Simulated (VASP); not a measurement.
# K3W (Pm-3m) in VASP: a series of runs

Runs on K3W. Level: PBE. Tasks: single point, relaxation of cell and atoms.

Everything below comes from runs of VASP 6.6.1. Logs are shortened: lines on timing, memory, paths and dates and some standing lists are left out, and cuts for length are marked.

### 1 The cell of the first run

It takes space group Pm-3m (No. 221, cubic). The conventional cell has a = 5.459 Å, b = 5.459 Å, c = 5.459 Å, α = 90.00°, β = 90.00°, γ = 90.00°. K (site symmetry 4/mmm) has 8 K at 3.86 Å and 4 W at 3.86 Å within 5.1 Å. W (site symmetry m-3m) has 12 K at 3.86 Å within 5.1 Å.

### 2 Single point, PBE

File INCAR:

```
PREC = Accurate ; ENCUT = 520
EDIFF = 1E-7 ; ISMEAR = 0
SIGMA = 0.1 ; LREAL = False
LASPH = True ; NELM = 80
ALGO = Fast ; ISIF = 2
LWAVE = False ; LCHARG = False
GGA = PE ; NBANDS = 28
```

File KPOINTS:

```
Automatic mesh
0
Gamma
  8 8 8
```

File POSCAR:

```
K3W
1.0
    5.4593127041      0.0000000000      0.0000000000
    0.0000000000      5.4593127041      0.0000000000
    0.0000000000      0.0000000000      5.4593127041
K W
3 1
Direct
    0.0000000000      0.5000000000      0.5000000000
    0.5000000000      0.0000000000      0.5000000000
    0.5000000000      0.5000000000      0.0000000000
    0.0000000000      0.0000000000      0.0000000000
```

Potentials or basis: VASP PAW PBE potentials, release 64 (K_sv, W_sv).

Launch:

```bash
cat potpaw_PBE.64/K_sv/POTCAR potpaw_PBE.64/W_sv/POTCAR > POTCAR
mpirun -np 1 vasp_std > vasp.out
```

OUTCAR:

```text
PREC = Accurate
   ENCUT = 520
   EDIFF = 1E-7
   ISMEAR = 0
   LREAL = False
   LASPH = True
   NELM = 80
   ISIF = 2
   GGA = PE

 ion  position               nearest neighbor table
   1  0.000  0.500  0.500-
   2  0.500  0.000  0.500-
   3  0.500  0.500  0.000-
   4  0.000  0.000  0.000-

  LATTYP: Found a simple cubic cell.
 ALAT       =     5.4593127041

  Lattice vectors:

 A1 = (   5.4593127041,   0.0000000000,   0.0000000000)
 A2 = (   0.0000000000,   5.4593127041,   0.0000000000)
 A3 = (   0.0000000000,   0.0000000000,   5.4593127041)

Analysis of symmetry for initial positions (statically):
=====================================================================
 Subroutine PRICEL returns:
 Original cell was already a primitive cell.

 Routine SETGRP: Setting up the symmetry group for a
 simple cubic supercell.

 Subroutine GETGRP returns: Found 48 space group operations
 (whereof 48 operations were pure point group operations)
 out of a pool of 48 trial point group operations.

The static configuration has the point symmetry O_h .

Analysis of symmetry for dynamics (positions and initial velocities):
=====================================================================
 Subroutine PRICEL returns:
 Original cell was already a primitive cell.

 Routine SETGRP: Setting up the symmetry group for a
 simple cubic supercell.

 Subroutine GETGRP returns: Found 48 space group operations
 (whereof 48 operations were pure point group operations)
 out of a pool of 48 trial point group operations.

The dynamic configuration has the point symmetry O_h .

 Subroutine INISYM returns: Found 48 space group operations
 (whereof 48 operations are pure point group operations),
 and found     1 'primitive' translations

----------------------------------------------------------------------------------------

                                     Primitive cell

  volume of cell :     162.7099

  direct lattice vectors                    reciprocal lattice vectors
     5.459312704  0.000000000  0.000000000     0.183173241  0.000000000  0.000000000
     0.000000000  5.459312704  0.000000000     0.000000000  0.183173241  0.000000000
     0.000000000  0.000000000  5.459312704     0.000000000  0.000000000  0.183173241

  length of vectors
     5.459312704  5.459312704  5.459312704     0.183173241  0.183173241  0.183173241

  position of ions in fractional coordinates (direct lattice)
     0.000000000  0.500000000  0.500000000
     0.500000000  0.000000000  0.500000000
     0.500000000  0.500000000  0.000000000
     0.000000000  0.000000000  0.000000000

  ion indices of the primitive-cell ions
   primitive index   ion index
                 1           1
                 2           2
                 3           3
                 4           4

----------------------------------------------------------------------------------------

 KPOINTS: Automatic mesh

Automatic generation of k-mesh.
 Grid dimensions read from file:
 generate k-points for:    8    8    8

 Generating k-lattice:

  Cartesian coordinates                     Fractional coordinates (reciprocal lattice)
     0.022896655  0.000000000  0.000000000     0.125000000  0.000000000  0.000000000
     0.000000000  0.022896655  0.000000000     0.000000000  0.125000000  0.000000000
     0.000000000  0.000000000  0.022896655     0.000000000  0.000000000  0.125000000

  Length of vectors
     0.022896655  0.022896655  0.022896655

  Shift w.r.t. Gamma in fractional coordinates (k-lattice)
     0.000000000  0.000000000  0.000000000

 Subroutine IBZKPT returns following result:
 ===========================================

 Found     35 irreducible k-points:

 Following reciprocal coordinates:
            Coordinates               Weight
  0.000000  0.000000  0.000000      1.000000
  0.125000  0.000000  0.000000      6.000000
  0.250000  0.000000  0.000000      6.000000
  0.375000  0.000000  0.000000      6.000000
  0.500000  0.000000  0.000000      3.000000
  0.125000  0.125000  0.000000     12.000000
[... 16 lines left out ...]
  0.375000  0.375000  0.125000     24.000000
  0.500000  0.375000  0.125000     24.000000
 [... further k-points ...]
   k-points           NKPTS =     35   k-points in BZ     NKDIM =     35   number of bands    NBANDS=     28
   number of dos      NEDOS =    301   number of ions     NIONS =      4
   total plane-waves  NPLWV =  74088
   dimension x,y,z NGX =    42 NGY =   42 NGZ =   42
   dimension x,y,z NGXF=    84 NGYF=   84 NGZF=   84
   ions per type =               3   1
   NGX,Y,Z   is equivalent  to a cutoff of  12.79, 12.79, 12.79 a.u.
   NGXF,Y,Z  is equivalent  to a cutoff of  25.58, 25.58, 25.58 a.u.
 SYSTEM =  unknown system
   PREC   = accura    normal or accurate (medium, high low for compatibility)
   ISTART =      0    job   : 0-new  1-cont  2-samecut
   ICHARG =      2    charge: 1-file 2-atom 10-const
   ISPIN  =      1    spin polarized calculation?
   LNONCOLLINEAR =      F non collinear calculations
   LSORBIT =      F    spin-orbit coupling
   LASPH  =      T    aspherical Exc in radial PAW
   ENCUT  =  520.0 eV  38.22 Ry    6.18 a.u.  10.15 10.15 10.15*2*pi/ulx,y,z
   NELM   =     80;   NELMIN=  2; NELMDL= -5     # of ELM steps
   EDIFF  = 0.1E-06   stopping-criterion for ELM
   LREAL  =      F    real-space projection
   EDIFFG = 0.1E-05   stopping-criterion for IOM
   NSW    =      0    number of steps for IOM
   IBRION =     -1    ionic relax: 0-MD 1-quasi-New 2-CG
   NFREE  =      0    steps in history (QN), initial steepest desc. (CG)
   ISIF   =      2    stress and relaxation
   ISYM   =      2    0-nonsym 1-usesym 2-fastsym
   POTIM  = 0.5000    time-step for ionic-motion
   TEBEG  =    0.0;   TEEND  =   0.0 temperature during run
   PSTRESS=    0.0 pullay stress
   NELECT =      41.0000    total number of electrons
   NUPDOWN=      -1.0000    fix difference up-down
   EMIN   =  10.00;   EMAX   =-10.00  energy-range for DOS
   EFERMI =   0.00;   METHOD = LEGACY
   ISMEAR =     0;   SIGMA  =   0.10  broadening in eV -4-tet -1-fermi 0-gaus
   EFERMI_NEDOS =   21; number of points for ismear=-14 and -15
   IALGO  =     68    algorithm
   IMIX   =      4    mixing-type and parameters
     AMIX     =   0.40;   BMIX     =  1.00
     AMIX_MAG =   1.60;   BMIX_MAG =  1.00
  volume/ion in A,a.u.               =      40.68       274.51
  Fermi-wavevector in a.u.,A,eV,Ry     =   1.034026  1.954026 14.547483  1.069210
  Thomas-Fermi vector in A             =   2.168301
   LORBIT       =      0    0 simple, 1 ext, 2 COOP (PROOUT), +10 PAW based schemes
   GGA     = PE    functional components
   LHFCALC =     F    Hartree Fock is set to
   AEXX    =    0.0000 exact exchange contribution
   IVDW    =     0    specifies the selected vdW correction
   LEPSILON=     F    determine dielectric tensor
   LRPA    =     F    only Hartree local field effects (RPA)
 non-spin polarized calculation
 RMM-DIIS sequential band-by-band and
 Gauss-broadening in eV      SIGMA  =   0.10
  energy-cutoff  :      520.00
  volume of cell :      162.71
 maximum number of plane-waves:      4416
 NGX is ok and might be reduce to    42
   NGX = 21   NGY = 21   NGZ = 21

 number of electron      41.0000003 magnetization

 Free energy of the ion-electron system (eV)
  ---------------------------------------------------
  ext. energy  EPLUGINS =         0.00000000
  ---------------------------------------------------
  free energy    TOTEN  =        -8.25676242 eV

  energy without entropy =       -8.14488139  energy(sigma->0) =       -8.20082190

 E-fermi :   1.3148     XC(G=0):  -7.6287

 val. band max:        1.3122457237   @ k =   0.2500   0.2500   0.1250
 cond. band min:       1.3164739137   @ k =   0.2500   0.2500   0.0000
 fundamental gap:      0.0042281900
 Fermi energy:         1.3147668423

 k-point     1 :       0.0000    0.0000    0.0000
  band No.  band energies     occupation
      1     -72.5025      2.00000
      2     -36.6759      2.00000
      3     -36.6759      2.00000
      4     -36.6759      2.00000
      5     -29.9809      2.00000
      6     -29.9295      2.00000
[... 20 lines left out ...]
     27       5.2181      0.00000
     28       5.2577      0.00000

 k-point     2 :       0.1250    0.0000    0.0000
  band No.  band energies     occupation
      1     -72.5026      2.00000
      2     -36.6759      2.00000
      3     -36.6759      2.00000
      4     -36.6759      2.00000
      5     -29.9792      2.00000
      6     -29.9312      2.00000
[... 20 lines left out ...]
     27       5.2572      0.00000
     28       5.3445      0.00000

 k-point     3 :       0.2500    0.0000    0.0000
  band No.  band energies     occupation
      1     -72.5025      2.00000
      2     -36.6759      2.00000
      3     -36.6759      2.00000
      4     -36.6759      2.00000
      5     -29.9743      2.00000
      6     -29.9360      2.00000
[... 20 lines left out ...]
     27       5.2499      0.00000
     28       5.3975      0.00000

 k-point     4 :       0.3750    0.0000    0.0000
  band No.  band energies     occupation
      1     -72.5026      2.00000
      2     -36.6760      2.00000
      3     -36.6759      2.00000
      4     -36.6759      2.00000
      5     -29.9677      2.00000
      6     -29.9425      2.00000
[... 20 lines left out ...]
     27       5.1258      0.00000
     28       5.4711      0.00000

 k-point     5 :       0.5000    0.0000    0.0000
  band No.  band energies     occupation
      1     -72.5026      2.00000
      2     -36.6760      2.00000
      3     -36.6758      2.00000
      4     -36.6758      2.00000
      5     -29.9636      2.00000
      6     -29.9466      2.00000
[... 20 lines left out ...]
     27       5.1005      0.00000
     28       5.5064      0.00000

 k-point     6 :       0.1250    0.1250    0.0000
  band No.  band energies     occupation
      1     -72.5026      2.00000
      2     -36.6759      2.00000
      3     -36.6759      2.00000
      4     -36.6759      2.00000
      5     -29.9775      2.00000
      6     -29.9320      2.00000
[... 463 lines left out ...]
      5     -29.9615      2.00000
      6     -29.9427      2.00000
[... 20 lines left out ...]
     27       4.7901      0.00000
     28       4.9474      0.00000

 k-point    22 :       0.5000    0.2500    0.1250
  band No.  band energies     occupation
      1     -72.5026      2.00000
      2     -36.6760      2.00000
      3     -36.6759      2.00000
      4     -36.6759      2.00000
      5     -29.9576      2.00000
      6     -29.9464      2.00000
[... 20 lines left out ...]
     27       4.7345      0.00000
     28       4.8634      0.00000

 k-point    23 :       0.3750    0.3750    0.1250
  band No.  band energies     occupation
      1     -72.5026      2.00000
      2     -36.6759      2.00000
      3     -36.6759      2.00000
      4     -36.6759      2.00000
      5     -29.9563      2.00000
      6     -29.9439      2.00000
[... 20 lines left out ...]
     27       4.6311      0.00000
     28       4.9186      0.00000

 k-point    24 :       0.5000    0.3750    0.1250
  band No.  band energies     occupation
      1     -72.5026      2.00000
      2     -36.6760      2.00000
      3     -36.6759      2.00000
      4     -36.6759      2.00000
      5     -29.9524      2.00000
      6     -29.9463      2.00000
[... 20 lines left out ...]
     27       4.5811      0.00000
     28       4.8146      0.00000

 [... further k-points ...]
[... 5 lines left out ...]
  --------------------------------------------------------------------------------------
  -------------------------------------------------------------------------------------
  Total       -0.0054884     -0.0054884     -0.0054884      0.0000000     -0.0000000     -0.0000000
  in kB       -0.0540433     -0.0540433     -0.0540433      0.0000000     -0.0000000     -0.0000000
  external PRESSURE =      -0.0540433 kB  Pullay stress =       0.0000000 kB

 VOLUME and BASIS-vectors are now :
 -----------------------------------------------------------------------------
  energy-cutoff  :      520.00
  volume of cell :      162.71
      direct lattice vectors                 reciprocal lattice vectors
     5.459312704  0.000000000  0.000000000     0.183173241  0.000000000  0.000000000
     0.000000000  5.459312704  0.000000000     0.000000000  0.183173241  0.000000000
     0.000000000  0.000000000  5.459312704     0.000000000  0.000000000  0.183173241

 POSITION                                       TOTAL-FORCE (eV/Angst)
 -----------------------------------------------------------------------------------
      0.00000      2.72966      2.72966         0.000000      0.000000      0.000000
      2.72966      0.00000      2.72966         0.000000      0.000000      0.000000
      2.72966      2.72966      0.00000         0.000000      0.000000      0.000000
      0.00000      0.00000      0.00000         0.000000      0.000000      0.000000
 -----------------------------------------------------------------------------------
    total drift:                                0.000000     -0.000000     -0.000000

  FREE ENERGIE OF THE ION-ELECTRON SYSTEM (eV)
  ---------------------------------------------------
  free  energy   TOTEN  =        -8.2567624161 eV

  energy  without entropy=       -8.1448813865  energy(sigma->0) =       -8.20082190
```

Run time: 6 min. Hardware: 1 thread of AMD EPYC 9R14 (Zen 4), shared host; peak memory 0.3 GiB.

Results:

```yaml
Free_energy: -8.2568 eV
Pressure: 0.0 GPa
Band_gap_on_the_k_mesh: zero (an odd number of electrons rules out a gap without spin polarisation)
```

Caveat: spin-orbit coupling is left out, which moves the levels of the heavy elements.

[end of part 1 of 2]
